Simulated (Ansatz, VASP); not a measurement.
## CaBr in VASP and in Ansatz

The input INCAR:

```
  PREC = Accurate
  ENCUT = 520
  EDIFF = 1E-7
  ISMEAR = -1
  SIGMA = 0.05
  LREAL = F
  LASPH = T
  NELM = 100
  ALGO = Normal
  ISIF = 2
  LWAVE = F
  LCHARG = F
  GGA = PE
  NBANDS = 16
```

File KPOINTS:

```
regular mesh
0
Gamma
  9 9 7
```

Contents of POSCAR:

```
CaBr
1.0
    4.0188084314      0.0000000000      0.0000000000
   -2.0094042157      3.4803901963      0.0000000000
    0.0000000000      0.0000000000      4.4538382342
Ca Br
1 1
Direct
    0.0000000000      0.0000000000      0.0000000000
    0.3333333333      0.6666666667      0.5000000000
```

Input for Ansatz:

```yaml
crystal:
  lattice:
    - [4.018808431436585, 0.0, 0.0]
    - [-2.0094042157182925, 3.4803901963398904, 0.0]
    - [0.0, 0.0, 4.453838234223436]
  atoms:
    - { symbol: Ca, position: [0.0, 0.0, 0.0] }
    - { symbol: Br, position: [0.3333333333333333, 0.6666666666666666, 0.5] }
basis:
  ecutwfc: 500.0
kpoints:
  mp_grid:
    grid: [9, 9, 7]
hamiltonian:
  xc: pbe
  pseudopotentials:
    kind: paw
scf:
  occupations:
    method: fermi_dirac
    width: 0.05
output:
  stress: true
```

Alike in both runs: task single point; functional PBE; k mesh 9 × 9 × 7; occupations fermi-dirac, width 0.05 eV; no spin polarisation.

|  | VASP | Ansatz |
| --- | --- | --- |
| version | VASP 6.6.1 | Ansatz 0.2.0 |
| potentials or method | VASP PAW PBE potentials, release 64 (Ca_sv, Br), cutoff 520 eV | plane waves, PAW |
| valence electrons in the cell | 17 | 17 |

```csv
,VASP,Ansatz,Ansatz less VASP
pressure (GPa),-1.1,-1.1,-0.04
"traceless stress, the component that is largest in VASP (GPa)",0.52,0.50,-0.013
```
